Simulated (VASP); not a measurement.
# Sc2Al (P6_3/mmc) in VASP: single point with r2SCAN

Aim: the single point of Sc2Al with r2SCAN.

Everything below comes from runs of VASP 6.6.1. Logs are shortened: lines on timing, memory, paths and dates and some standing lists are left out, and cuts for length are marked.

## Step 1: The cell of the first run

Symmetry: P6_3/mmc, No. 194, hexagonal system. Conventional cell: a = 5.279 Å, b = 5.279 Å, c = 6.656 Å, α = 90.00°, β = 90.00°, γ = 120.00°. Within 4.4 Å of Sc (site symmetry -3m) lie 8 Sc at 3.33 to 3.47 Å and 6 Al at 3.47 Å. Sc (site symmetry -6m2) has 5 Al at 3.05 to 3.33 Å and 6 Sc at 3.47 Å within 4.0 Å. Within 4.0 Å of Al (site symmetry -6m2) lie 11 Sc at 3.05 to 3.47 Å.

## Step 2: Single point, r2SCAN (strain +0.080 along x and y, +0.080 along z)

POSCAR reads:

```
Sc2Al
1.0
    5.2790708054      0.0000000000      0.0000000000
   -2.6395354027      4.5718094259      0.0000000000
    0.0000000000      0.0000000000      6.6563896599
Sc Al
4 2
Direct
    0.0000000000      0.0000000000      0.0000000000
    0.0000000000      0.0000000000      0.5000000000
    0.3333333333      0.6666666667      0.7500000000
    0.6666666667      0.3333333333      0.2500000000
    0.3333333333      0.6666666667      0.2500000000
    0.6666666667      0.3333333333      0.7500000000
```

INCAR.step1 reads:

```
SYSTEM = Sc2Al
PREC = Accurate ; ENCUT = 520
ISMEAR = 0 ; SIGMA = 0.15
LREAL = .False. ; LASPH = .True.
NELM = 100 ; NBANDS = 34
GGA = PE ; ALGO = Normal
EDIFF = 1E-4 ; LWAVE = .True.
LCHARG = .False.
```

INCAR.step2 reads:

```
SYSTEM = Sc2Al
PREC = Accurate ; ENCUT = 520
EDIFF = 1E-6 ; ISMEAR = 0
SIGMA = 0.15 ; LREAL = .False.
LASPH = .True. ; NELM = 100
ALGO = Normal ; ISIF = 2
LWAVE = .False. ; LCHARG = .False.
METAGGA = R2SCAN ; LMIXTAU = .True.
NBANDS = 34 ; ISTART = 1
```

KPOINTS reads:

```
regular mesh
0
Gamma
  12 12 8
  0 0 0
```

Potentials or basis: VASP PAW PBE potentials, release 64 (Sc_sv, Al).

Command:

```
cat potpaw_PBE.64/Sc_sv/POTCAR potpaw_PBE.64/Al/POTCAR > POTCAR
cp INCAR.step1 INCAR
mpirun -np 1 vasp_std > vasp.out
cp INCAR.step2 INCAR
mpirun -np 1 vasp_std > vasp.out
```

OUTCAR:

```text
SYSTEM = Sc2Al
   PREC = Accurate
   ENCUT = 520
   EDIFF = 1E-6
   ISMEAR = 0
   LREAL = .False.
   LASPH = .True.
   NELM = 100
   ISIF = 2
   METAGGA = R2SCAN
   ISTART = 1

 ion  position               nearest neighbor table
   1  0.000  0.000  0.000-   2 3.33   2 3.33
   2  0.000  0.000  0.500-   1 3.33   1 3.33
   3  0.333  0.667  0.750-   6 3.05   6 3.05   6 3.05   5 3.33   5 3.33
   4  0.667  0.333  0.250-   5 3.05   5 3.05   5 3.05   6 3.33   6 3.33
   5  0.333  0.667  0.250-   4 3.05   4 3.05   4 3.05   3 3.33   3 3.33
   6  0.667  0.333  0.750-   3 3.05   3 3.05   3 3.05   4 3.33   4 3.33

  LATTYP: Found a hexagonal cell.
 ALAT       =     5.2790708054
 C/A-ratio  =     1.2609017581

  Lattice vectors:

 A1 = (   5.2790708054,   0.0000000000,   0.0000000000)
 A2 = (  -2.6395354027,   4.5718094259,   0.0000000000)
 A3 = (   0.0000000000,   0.0000000000,   6.6563896599)

Analysis of symmetry for initial positions (statically):
=====================================================================
 Subroutine PRICEL returns:
 Original cell was already a primitive cell.

 Routine SETGRP: Setting up the symmetry group for a
 hexagonal supercell.

 Subroutine GETGRP returns: Found 24 space group operations
 (whereof 12 operations were pure point group operations)
 out of a pool of 24 trial point group operations.

The static configuration has the point symmetry D_3d.
 The point group associated with its full space group is D_6h.

Analysis of symmetry for dynamics (positions and initial velocities):
=====================================================================
 Subroutine PRICEL returns:
 Original cell was already a primitive cell.

 Routine SETGRP: Setting up the symmetry group for a
 hexagonal supercell.

 Subroutine GETGRP returns: Found 24 space group operations
 (whereof 12 operations were pure point group operations)
 out of a pool of 24 trial point group operations.

The dynamic configuration has the point symmetry D_3d.
 The point group associated with its full space group is D_6h.

 Subroutine INISYM returns: Found 24 space group operations
 (whereof 12 operations are pure point group operations),
 and found     1 'primitive' translations

----------------------------------------------------------------------------------------

                                     Primitive cell

  volume of cell :     160.6513

  direct lattice vectors                    reciprocal lattice vectors
     5.279070805  0.000000000  0.000000000     0.189427276  0.109365889  0.000000000
    -2.639535403  4.571809426  0.000000000     0.000000000  0.218731777  0.000000000
     0.000000000  0.000000000  6.656389660     0.000000000  0.000000000  0.150231590

  length of vectors
     5.279070805  5.279070805  6.656389660     0.218731777  0.218731777  0.150231590

  position of ions in fractional coordinates (direct lattice)
     0.000000000  0.000000000  0.000000000
     0.000000000  0.000000000  0.500000000
     0.333333333  0.666666667  0.750000000
     0.666666667  0.333333333  0.250000000
     0.333333333  0.666666667  0.250000000
     0.666666667  0.333333333  0.750000000

  ion indices of the primitive-cell ions
   primitive index   ion index
                 1           1
                 2           2
                 3           3
                 4           4
                 5           5
                 6           6

----------------------------------------------------------------------------------------

 KPOINTS: regular mesh

Automatic generation of k-mesh.
 Grid dimensions read from file:
 generate k-points for:   12   12    8

 Generating k-lattice:

  Cartesian coordinates                     Fractional coordinates (reciprocal lattice)
     0.015785606  0.009113824  0.000000000     0.083333333  0.000000000  0.000000000
     0.000000000  0.018227648  0.000000000     0.000000000  0.083333333  0.000000000
     0.000000000  0.000000000  0.018778949     0.000000000  0.000000000  0.125000000

  Length of vectors
     0.018227648  0.018227648  0.018778949

  Shift w.r.t. Gamma in fractional coordinates (k-lattice)
     0.000000000  0.000000000  0.000000000

 Subroutine IBZKPT returns following result:
 ===========================================

 Found     95 irreducible k-points:

 Following reciprocal coordinates:
            Coordinates               Weight
  0.000000  0.000000  0.000000      1.000000
  0.083333  0.000000  0.000000      6.000000
  0.166667  0.000000  0.000000      6.000000
  0.250000 -0.000000  0.000000      6.000000
  0.333333  0.000000  0.000000      6.000000
  0.416667  0.000000  0.000000      6.000000
[... 16 lines left out ...]
  0.250000 -0.000000  0.125000     12.000000
  0.333333  0.000000  0.125000     12.000000
 [... further k-points ...]
   k-points           NKPTS =     95   k-points in BZ     NKDIM =     95   number of bands    NBANDS=     34
   number of dos      NEDOS =    301   number of ions     NIONS =      6
   total plane-waves  NPLWV =  80000
   dimension x,y,z NGX =    40 NGY =   40 NGZ =   50
   dimension x,y,z NGXF=    80 NGYF=   80 NGZF=  100
   ions per type =               4   2
   NGX,Y,Z   is equivalent  to a cutoff of  12.60, 12.60, 12.49 a.u.
   NGXF,Y,Z  is equivalent  to a cutoff of  25.19, 25.19, 24.98 a.u.
 SYSTEM =  Sc2Al
   PREC   = accura    normal or accurate (medium, high low for compatibility)
   ISTART =      1    job   : 0-new  1-cont  2-samecut
   ICHARG =      0    charge: 1-file 2-atom 10-const
   ISPIN  =      1    spin polarized calculation?
   LNONCOLLINEAR =      F non collinear calculations
   LSORBIT =      F    spin-orbit coupling
   LASPH  =      T    aspherical Exc in radial PAW
   ENCUT  =  520.0 eV  38.22 Ry    6.18 a.u.   9.82  9.82 12.38*2*pi/ulx,y,z
   NELM   =    100;   NELMIN=  2; NELMDL=  0     # of ELM steps
   EDIFF  = 0.1E-05   stopping-criterion for ELM
   LREAL  =      F    real-space projection
   EDIFFG = 0.1E-04   stopping-criterion for IOM
   NSW    =      0    number of steps for IOM
   IBRION =     -1    ionic relax: 0-MD 1-quasi-New 2-CG
   NFREE  =      0    steps in history (QN), initial steepest desc. (CG)
   ISIF   =      2    stress and relaxation
   ISYM   =      2    0-nonsym 1-usesym 2-fastsym
   POTIM  = 0.5000    time-step for ionic-motion
   TEBEG  =    0.0;   TEEND  =   0.0 temperature during run
   PSTRESS=    0.0 pullay stress
   NELECT =      50.0000    total number of electrons
   NUPDOWN=      -1.0000    fix difference up-down
   EMIN   =  10.00;   EMAX   =-10.00  energy-range for DOS
   EFERMI =   0.00;   METHOD = LEGACY
   ISMEAR =     0;   SIGMA  =   0.15  broadening in eV -4-tet -1-fermi 0-gaus
   EFERMI_NEDOS =   21; number of points for ismear=-14 and -15
   IALGO  =     38    algorithm
   IMIX   =      4    mixing-type and parameters
     AMIX     =   0.40;   BMIX     =  1.00
     AMIX_MAG =   1.60;   BMIX_MAG =  1.00
  volume/ion in A,a.u.               =      26.78       180.69
  Fermi-wavevector in a.u.,A,eV,Ry     =   1.109439  2.096535 16.746794  1.230855
  Thomas-Fermi vector in A             =   2.245978
   LORBIT       =      0    0 simple, 1 ext, 2 COOP (PROOUT), +10 PAW based schemes
   METAGGA = R2SCAN    functional components
   LHFCALC =     F    Hartree Fock is set to
   AEXX    =    0.0000 exact exchange contribution
   IVDW    =     0    specifies the selected vdW correction
   LEPSILON=     F    determine dielectric tensor
   LRPA    =     F    only Hartree local field effects (RPA)
 non-spin polarized calculation
 Gauss-broadening in eV      SIGMA  =   0.15
  energy-cutoff  :      520.00
  volume of cell :      160.65
 maximum number of plane-waves:      4344
 NGX is ok and might be reduce to    40
   NGX = 19   NGY = 19   NGZ = 25

 number of electron      50.0000008 magnetization

 Free energy of the ion-electron system (eV)
  ---------------------------------------------------
  ext. energy  EPLUGINS =         0.00000000
  ---------------------------------------------------
  free energy    TOTEN  =       -59.94833591 eV

  energy without entropy =      -59.86031927  energy(sigma->0) =      -59.90432759

 E-fermi :   3.5153     XC(G=0):  -9.8449

 val. band max:        3.5140777170   @ k =   0.3333   0.1667   0.1250
 cond. band min:       3.5170150048   @ k =   0.1667   0.0000   0.0000
 fundamental gap:      0.0029372878
 Fermi energy:         3.5153022308

 k-point     1 :       0.0000    0.0000    0.0000
  band No.  band energies     occupation
      1     -48.8492      2.00000
      2     -48.8390      2.00000
      3     -48.8211      2.00000
      4     -48.8153      2.00000
      5     -26.5223      2.00000
      6     -26.5222      2.00000
[... 26 lines left out ...]
     33       5.7982      0.00000
     34       5.8447      0.00000

 k-point     2 :       0.0833    0.0000    0.0000
  band No.  band energies     occupation
      1     -48.8488      2.00000
      2     -48.8390      2.00000
      3     -48.8215      2.00000
      4     -48.8153      2.00000
      5     -26.5233      2.00000
      6     -26.5214      2.00000
[... 26 lines left out ...]
     33       5.7367      0.00000
     34       5.8140      0.00000

 k-point     3 :       0.1667    0.0000    0.0000
  band No.  band energies     occupation
      1     -48.8477      2.00000
      2     -48.8391      2.00000
      3     -48.8226      2.00000
      4     -48.8153      2.00000
      5     -26.5261      2.00000
      6     -26.5202      2.00000
[... 26 lines left out ...]
     33       5.5941      0.00000
     34       5.6456      0.00000
[... 704 lines left out ...]
 k-point    23 :       0.2500   -0.0000    0.1250
  band No.  band energies     occupation
      1     -48.8456      2.00000
      2     -48.8393      2.00000
      3     -48.8240      2.00000
      4     -48.8158      2.00000
      5     -26.5282      2.00000
      6     -26.5209      2.00000
[... 26 lines left out ...]
     33       5.2869      0.00000
     34       5.4310      0.00000

 k-point    24 :       0.3333    0.0000    0.1250
  band No.  band energies     occupation
      1     -48.8437      2.00000
      2     -48.8393      2.00000
      3     -48.8259      2.00000
      4     -48.8158      2.00000
      5     -26.5315      2.00000
      6     -26.5262      2.00000
[... 26 lines left out ...]
     33       5.1683      0.00000
     34       5.4158      0.00000

 [... further k-points ...]
[... 5 lines left out ...]
  --------------------------------------------------------------------------------------
  -------------------------------------------------------------------------------------
  Total      -11.4321199    -11.4321199    -10.0521791      0.0000000      0.0000000     -0.0000000
  in kB     -114.0126423   -114.0126423   -100.2504794      0.0000000      0.0000000     -0.0000000
  external PRESSURE =    -109.4252547 kB  Pullay stress =       0.0000000 kB

 VOLUME and BASIS-vectors are now :
 -----------------------------------------------------------------------------
  energy-cutoff  :      520.00
  volume of cell :      160.65
      direct lattice vectors                 reciprocal lattice vectors
     5.279070805  0.000000000  0.000000000     0.189427276  0.109365889  0.000000000
    -2.639535403  4.571809426  0.000000000     0.000000000  0.218731777  0.000000000
     0.000000000  0.000000000  6.656389660     0.000000000  0.000000000  0.150231590

 POSITION                                       TOTAL-FORCE (eV/Angst)
 -----------------------------------------------------------------------------------
      0.00000      0.00000      0.00000         0.000000     -0.000000      0.000000
      0.00000      0.00000      3.32819         0.000000     -0.000000      0.000000
     -0.00000      3.04787      4.99229        -0.000000     -0.000000     -0.000000
      2.63954      1.52394      1.66410        -0.000000     -0.000000      0.000000
     -0.00000      3.04787      1.66410        -0.000000      0.000000      0.000000
      2.63954      1.52394      4.99229         0.000000     -0.000000      0.000000
 -----------------------------------------------------------------------------------
    total drift:                               -0.000000      0.000000     -0.000000

  FREE ENERGIE OF THE ION-ELECTRON SYSTEM (eV)
  ---------------------------------------------------
  free  energy   TOTEN  =       -59.9483359056 eV

  energy  without entropy=      -59.8603192717  energy(sigma->0) =      -59.90432759
```

Wall time 43 min (1 thread of Intel Xeon 8259CL, shared host); peak memory 0.57 GiB.

What came out:

```
Free energy            : -59.9483 eV
Pressure               : -10.9 GPa
Band gap on the k mesh : zero (bands 25 and 26 overlap by 0.52 eV)
```

Caveat: the cell differs from its parent crystal (strain +0.080 along x and y, +0.080 along z); the cell stands under tension; the PAW data sets were made with another functional, which shifts forces and pressure a little.
